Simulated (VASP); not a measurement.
# PtS2 (I4_1/amd) in VASP: notebook

PtS2 is run at these levels: PBEsol, r2SCAN; tasks: relaxation of cell and atoms, single point.

Everything below comes from runs of VASP 6.6.1. Logs are shortened: lines on timing, memory, paths and dates and some standing lists are left out, and cuts for length are marked.

**1. The cell of the first run**

The structure is tetragonal, space group I4_1/amd (No. 141). Conventional cell: a = 4.716 Å, b = 4.716 Å, c = 11.863 Å, α = 90.00°, β = 90.00°, γ = 90.00°. Within 3.1 Å of Pt (site symmetry -4m2) lie 6 S at 2.34 to 2.44 Å. S (site symmetry 2mm) has 3 Pt at 2.34 to 2.44 Å and 2 S at 2.92 Å within 3.1 Å.

**2. Relaxation of cell and atoms, PBEsol**

INCAR

```
SYSTEM = PtS2
PREC = Accurate
ENCUT = 600
EDIFF = 1E-6
ISMEAR = -1
SIGMA = 0.02
LREAL = .False.
LASPH = .True.
NELM = 80
ALGO = Normal
ISIF = 3
LWAVE = .False.
LCHARG = .False.
GGA = PS
IBRION = 2
NSW = 80
EDIFFG = -0.005
```

KPOINTS

```
Automatic mesh
0
Gamma
  8 8 8
  0 0 0
```

POSCAR

```
PtS2
1.0
   -2.3580389827      2.3580389827      5.9316117940
    2.3580389827     -2.3580389827      5.9316117940
    2.3580389827      2.3580389827     -5.9316117940
Pt S
2 4
Direct
    0.7500000000      0.2500000000      0.5000000000
    0.0000000000      0.0000000000      0.0000000000
    0.5524576075      0.0524576075      0.5000000000
    0.8024576075      0.8024576075      0.0000000000
    0.1975423925      0.1975423925      0.0000000000
    0.9475423925      0.4475423925      0.5000000000
```

Potentials or basis: VASP PAW PBE potentials, release 64 (Pt, S).

Run with:

```sh
> cat potpaw_PBE.64/Pt/POTCAR potpaw_PBE.64/S/POTCAR > POTCAR
> mpirun -np 1 vasp_std > vasp.out
```

OUTCAR:

```text
SYSTEM = PtS2
   PREC = Accurate
   ENCUT = 600
   EDIFF = 1E-6
   ISMEAR = -1
   LREAL = .False.
   LASPH = .True.
   NELM = 80
   ISIF = 3
   GGA = PS
   IBRION = 2
   NSW = 80
   EDIFFG = -0.005

 ion  position               nearest neighbor table
   1  0.750  0.250  0.500-   3 2.34   6 2.34   5 2.44   4 2.44   4 2.44   5 2.44
   2  0.000  0.000  0.000-   4 2.34   5 2.34   3 2.44   6 2.44   3 2.44   6 2.44
   3  0.552  0.052  0.500-   1 2.34   2 2.44   2 2.44
   4  0.802  0.802  0.000-   2 2.34   1 2.44   1 2.44
   5  0.198  0.198  0.000-   2 2.34   1 2.44   1 2.44
   6  0.948  0.448  0.500-   1 2.34   2 2.44   2 2.44

  LATTYP: Found a body centered tetragonal cell.
 ALAT       =     4.7160779654
 C/A-ratio  =     2.5154850439

  Lattice vectors:

 A1 = (  -2.3580389827,   2.3580389827,   5.9316117940)
 A2 = (   2.3580389827,  -2.3580389827,   5.9316117940)
 A3 = (   2.3580389827,   2.3580389827,  -5.9316117940)

Analysis of symmetry for initial positions (statically):
=====================================================================
 Subroutine PRICEL returns:
 Original cell was already a primitive cell.

 Routine SETGRP: Setting up the symmetry group for a
 body centered tetragonal supercell.

 Subroutine GETGRP returns: Found 16 space group operations
 (whereof  8 operations were pure point group operations)
 out of a pool of 16 trial point group operations.

The static configuration has the point symmetry D_2d.
 The point group associated with its full space group is D_4h.

Analysis of symmetry for dynamics (positions and initial velocities):
=====================================================================
 Subroutine PRICEL returns:
 Original cell was already a primitive cell.

 Routine SETGRP: Setting up the symmetry group for a
 body centered tetragonal supercell.

 Subroutine GETGRP returns: Found 16 space group operations
 (whereof  8 operations were pure point group operations)
 out of a pool of 16 trial point group operations.

The dynamic configuration has the point symmetry D_2d.
 The point group associated with its full space group is D_4h.

 Subroutine INISYM returns: Found 16 space group operations
 (whereof  8 operations are pure point group operations),
 and found     1 'primitive' translations

----------------------------------------------------------------------------------------

                                     Primitive cell

  volume of cell :     131.9273

  direct lattice vectors                    reciprocal lattice vectors
    -2.358038983  2.358038983  5.931611794     0.000000000  0.212040600  0.084294121
     2.358038983 -2.358038983  5.931611794     0.212040600  0.000000000  0.084294121
     2.358038983  2.358038983 -5.931611794     0.212040600  0.212040600  0.000000000

  length of vectors
     6.804756731  6.804756731  6.804756731     0.228181320  0.228181320  0.299870692

  position of ions in fractional coordinates (direct lattice)
     0.750000000  0.250000000  0.500000000
     0.000000000  0.000000000  0.000000000
     0.552457608  0.052457608  0.500000000
     0.802457608  0.802457608  0.000000000
     0.197542392  0.197542392  0.000000000
     0.947542392  0.447542392  0.500000000

  ion indices of the primitive-cell ions
   primitive index   ion index
                 1           1
                 2           2
                 3           3
                 4           4
                 5           5
                 6           6

----------------------------------------------------------------------------------------

 KPOINTS: Automatic mesh

Automatic generation of k-mesh.
 Grid dimensions read from file:
 generate k-points for:    8    8    8

 Generating k-lattice:

  Cartesian coordinates                     Fractional coordinates (reciprocal lattice)
     0.000000000  0.026505075  0.010536765     0.125000000  0.000000000  0.000000000
     0.026505075  0.000000000  0.010536765     0.000000000  0.125000000  0.000000000
     0.026505075  0.026505075  0.000000000     0.000000000  0.000000000  0.125000000

  Length of vectors
     0.028522665  0.028522665  0.037483836

  Shift w.r.t. Gamma in fractional coordinates (k-lattice)
     0.000000000  0.000000000  0.000000000

 Subroutine IBZKPT returns following result:
 ===========================================

 Found     59 irreducible k-points:

 Following reciprocal coordinates:
            Coordinates               Weight
  0.000000  0.000000  0.000000      1.000000
  0.125000  0.000000  0.000000      8.000000
  0.250000  0.000000  0.000000      8.000000
  0.375000  0.000000 -0.000000      8.000000
  0.500000  0.000000  0.000000      4.000000
  0.125000  0.125000  0.000000      8.000000
[... 16 lines left out ...]
  0.250000  0.125000  0.125000     16.000000
  0.375000  0.125000  0.125000      8.000000
 [... further k-points ...]
   k-points           NKPTS =     59   k-points in BZ     NKDIM =     59   number of bands    NBANDS=     26
   number of dos      NEDOS =    301   number of ions     NIONS =      6
   total plane-waves  NPLWV = 157464
   dimension x,y,z NGX =    54 NGY =   54 NGZ =   54
   dimension x,y,z NGXF=   108 NGYF=  108 NGZF=  108
   ions per type =               2   4
   NGX,Y,Z   is equivalent  to a cutoff of  13.19, 13.19, 13.19 a.u.
   NGXF,Y,Z  is equivalent  to a cutoff of  26.39, 26.39, 26.39 a.u.
 SYSTEM =  PtS2
   PREC   = accura    normal or accurate (medium, high low for compatibility)
   ISTART =      0    job   : 0-new  1-cont  2-samecut
   ICHARG =      2    charge: 1-file 2-atom 10-const
   ISPIN  =      1    spin polarized calculation?
   LNONCOLLINEAR =      F non collinear calculations
   LSORBIT =      F    spin-orbit coupling
   LASPH  =      T    aspherical Exc in radial PAW
   ENCUT  =  600.0 eV  44.10 Ry    6.64 a.u.  13.59 13.59 13.59*2*pi/ulx,y,z
   NELM   =     80;   NELMIN=  2; NELMDL= -5     # of ELM steps
   EDIFF  = 0.1E-05   stopping-criterion for ELM
   LREAL  =      F    real-space projection
   EDIFFG = -.5E-02   stopping-criterion for IOM
   NSW    =     80    number of steps for IOM
   IBRION =      2    ionic relax: 0-MD 1-quasi-New 2-CG
   NFREE  =      1    steps in history (QN), initial steepest desc. (CG)
   ISIF   =      3    stress and relaxation
   ISYM   =      2    0-nonsym 1-usesym 2-fastsym
   POTIM  = 0.5000    time-step for ionic-motion
   TEBEG  =    0.0;   TEEND  =   0.0 temperature during run
   PSTRESS=    0.0 pullay stress
   NELECT =      44.0000    total number of electrons
   NUPDOWN=      -1.0000    fix difference up-down
   EMIN   =  10.00;   EMAX   =-10.00  energy-range for DOS
   EFERMI =   0.00;   METHOD = LEGACY
   ISMEAR =    -1;   SIGMA  =   0.02  broadening in eV -4-tet -1-fermi 0-gaus
   EFERMI_NEDOS =   21; number of points for ismear=-14 and -15
   IALGO  =     38    algorithm
   IMIX   =      4    mixing-type and parameters
     AMIX     =   0.40;   BMIX     =  1.00
     AMIX_MAG =   1.60;   BMIX_MAG =  1.00
  volume/ion in A,a.u.               =      21.99       148.38
  Fermi-wavevector in a.u.,A,eV,Ry     =   1.135309  2.145423 17.536917  1.288927
  Thomas-Fermi vector in A             =   2.272014
   LORBIT       =      0    0 simple, 1 ext, 2 COOP (PROOUT), +10 PAW based schemes
   GGA     = PS    functional components
   LHFCALC =     F    Hartree Fock is set to
   AEXX    =    0.0000 exact exchange contribution
   IVDW    =     0    specifies the selected vdW correction
   LEPSILON=     F    determine dielectric tensor
   LRPA    =     F    only Hartree local field effects (RPA)
 conjugate gradient relaxation of ions
 non-spin polarized calculation
  energy-cutoff  :      600.00
  volume of cell :      131.93
 maximum number of plane-waves:      4429
   NGX = 27   NGY = 27   NGZ = 27

--------------------------------------- Ionic step        1  -------------------------------------------

 number of electron      43.9999998 magnetization

 Free energy of the ion-electron system (eV)
  ---------------------------------------------------
  ext. energy  EPLUGINS =         0.00000000
  ---------------------------------------------------
  free energy    TOTEN  =       -31.47504810 eV

  energy without entropy =      -31.46962234  energy(sigma->0) =      -31.47233522

------------------------ aborting loop because EDIFF is reached ----------------------------------------

  FORCE on cell =-STRESS in cart. coord.  units (eV):
  Direction    XX          YY          ZZ          XY          YZ          ZX
  --------------------------------------------------------------------------------------
  -------------------------------------------------------------------------------------
  Total       -2.8872354     -2.8872354     -3.7721919      0.0000000      0.0000000      0.0000000
  in kB      -35.0637294    -35.0637294    -45.8109915      0.0000000      0.0000000      0.0000000
  external PRESSURE =     -38.6461501 kB  Pullay stress =       0.0000000 kB
[... 25 lines left out ...]
  energy  without entropy=      -31.4696223387  energy(sigma->0) =      -31.47233522

--------------------------------------- Ionic step        2  -------------------------------------------

 number of electron      44.0000001 magnetization

 E-fermi :   5.2173     XC(G=0): -10.0576

 val. band max:        5.1973814685   @ k =  -0.1250   0.2500   0.1250
 cond. band min:       5.2200344189   @ k =  -0.3750  -0.3750   0.3750
 fundamental gap:      0.0226529504
 Fermi energy:         5.2173463872

 k-point     1 :       0.0000    0.0000    0.0000
  band No.  band energies     occupation
      1     -10.0399      2.00000
      2      -8.4302      2.00000
      3      -7.7665      2.00000
      4      -7.0723      2.00000
      5      -1.9413      2.00000
      6      -1.9154      2.00000
[... 685 lines left out ...]
     25       7.9896      0.00000
     26       8.1729      0.00000

 [... further k-points ...]
[... 5 lines left out ...]
  --------------------------------------------------------------------------------------
  -------------------------------------------------------------------------------------
  Total        2.7447561      2.7447561      8.1411226      0.0000000      0.0000000      0.0000000
  in kB       36.0294368     36.0294368    106.8656210      0.0000000      0.0000000      0.0000000
  external PRESSURE =      59.6414982 kB  Pullay stress =       0.0000000 kB
[... 61 lines left out ...]
  FREE ENERGIE OF THE ION-ELECTRON SYSTEM (eV)
  ---------------------------------------------------
  free  energy   TOTEN  =       -31.5305287021 eV

  energy  without entropy=      -31.5259804601  energy(sigma->0) =      -31.52825458

[... ionic steps 4 to 13 ...]

--------------------------------------- Ionic step       14  -------------------------------------------

 number of electron      44.0000001 magnetization

------------------------ aborting loop because EDIFF is reached ----------------------------------------

  FORCE on cell =-STRESS in cart. coord.  units (eV):
  Direction    XX          YY          ZZ          XY          YZ          ZX
  --------------------------------------------------------------------------------------
  -------------------------------------------------------------------------------------
  Total        0.0339700      0.0339700     -0.0111369      0.0000000      0.0000000      0.0000000
  in kB        0.4291911      0.4291911     -0.1407076      0.0000000      0.0000000      0.0000000
  external PRESSURE =       0.2392248 kB  Pullay stress =       0.0000000 kB
[... 65 lines left out ...]
  energy  without entropy=      -31.5348267053  energy(sigma->0) =      -31.53618993

--------------------------------------- Ionic step       16  -------------------------------------------

 number of electron      44.0000001 magnetization

 Free energy of the ion-electron system (eV)
  ---------------------------------------------------
  ext. energy  EPLUGINS =         0.00000000
  ---------------------------------------------------
  free energy    TOTEN  =       -31.53755757 eV

  energy without entropy =      -31.53480329  energy(sigma->0) =      -31.53618043

 E-fermi :   4.7215     XC(G=0):  -9.8827

 val. band max:        4.7013029969   @ k =  -0.1250   0.2500   0.1250
 cond. band min:       4.7520733113   @ k =  -0.2500   0.1250   0.0000
 fundamental gap:      0.0507703143
 Fermi energy:         4.7214501329

 k-point     1 :       0.0000    0.0000    0.0000
  band No.  band energies     occupation
      1     -10.1583      2.00000
      2      -8.6929      2.00000
      3      -8.0544      2.00000
      4      -7.4231      2.00000
      5      -2.0519      2.00000
      6      -2.0118      2.00000
[... 685 lines left out ...]
     25       7.3200      0.00000
     26       7.4929      0.00000

 [... further k-points ...]
[... 5 lines left out ...]
  --------------------------------------------------------------------------------------
  -------------------------------------------------------------------------------------
  Total       -0.0147941     -0.0147941     -0.0038816      0.0000000     -0.0000000      0.0000000
  in kB       -0.1868199     -0.1868199     -0.0490171      0.0000000     -0.0000000      0.0000000
  external PRESSURE =      -0.1408856 kB  Pullay stress =       0.0000000 kB
[... 21 lines left out ...]
  FREE ENERGIE OF THE ION-ELECTRON SYSTEM (eV)
  ---------------------------------------------------
  free  energy   TOTEN  =       -31.5375575706 eV

  energy  without entropy=      -31.5348032907  energy(sigma->0) =      -31.53618043

 reached required accuracy - stopping structural energy minimisation
```

Wall time 59 min (1 thread of AMD EPYC 7R43 (Zen 3), shared host); peak memory 0.53 GiB.

Results:

```yaml
Free_energy: -31.5376 eV
Relaxed_volume: 21.15 Å³/atom
Relaxed_cell: a = 6.743 Å, b = 6.743 Å, c = 6.743 Å, α = 139.74°, β = 139.74°, γ = 58.25°
Space_group_after_relaxing_to_0.05_Å: I4_1/amd (No. 141)
Energy_gained_by_relaxing: 10.4 meV/atom
Ionic_steps: 16
Pressure_after_relaxing: 0.0 GPa
Band_gap_on_the_k_mesh: zero (band 22 reaches 4.78 eV, above the bottom of band 23 at 4.34 eV)
```

The path:
```
step  energy change (eV)  largest force (eV/Å)  pressure (GPa)  volume (Å³)
   1              0.0000                0.1792           -3.86       131.93
   2              0.0582                0.6960            5.96       122.06
   3             -0.0555                0.1418           -0.25       127.71
   4             -0.0623                0.0298            0.01       126.71
   5             -0.0623                0.0142           -0.03       126.81
   6             -0.0623                0.0110           -0.02       126.82
   7             -0.0624                0.0069            0.02       126.79
   8             -0.0624                0.0009            0.09       126.73
   9             -0.0624                0.0009            0.09       126.74
  10             -0.0624                0.0002            0.07       126.75
  11             -0.0625                0.0023            0.06       126.77
  12             -0.0625                0.0061            0.01       126.82
  13             -0.0625                0.0055            0.02       126.81
  14             -0.0625                0.0054            0.02       126.81
  15             -0.0625                0.0036            0.03       126.83
  16             -0.0625                0.0001           -0.01       126.88
```

Final structure:
```cif
data_structure
_symmetry_space_group_name_H-M 'P 1'
_symmetry_Int_Tables_number 1
_cell_length_a 6.7427
_cell_length_b 6.7427
_cell_length_c 6.7427
_cell_angle_alpha 139.739
_cell_angle_beta 139.739
_cell_angle_gamma 58.250
_cell_volume 126.88
loop_
_atom_site_label
_atom_site_type_symbol
_atom_site_fract_x
_atom_site_fract_y
_atom_site_fract_z
_atom_site_occupancy
Pt1 Pt 0.75000 0.25000 0.50000 1
Pt2 Pt 0.00000 0.00000 0.00000 1
S1 S 0.55271 0.05271 0.50000 1
S2 S 0.80271 0.80271 0.00000 1
S3 S 0.19729 0.19729 0.00000 1
S4 S 0.94729 0.44729 0.50000 1
```

Caveat: the PAW data sets were made with another functional, which shifts forces and pressure a little; spin-orbit coupling is left out, which moves the levels of the heavy elements.

(Part 1 of 2 ends here.)
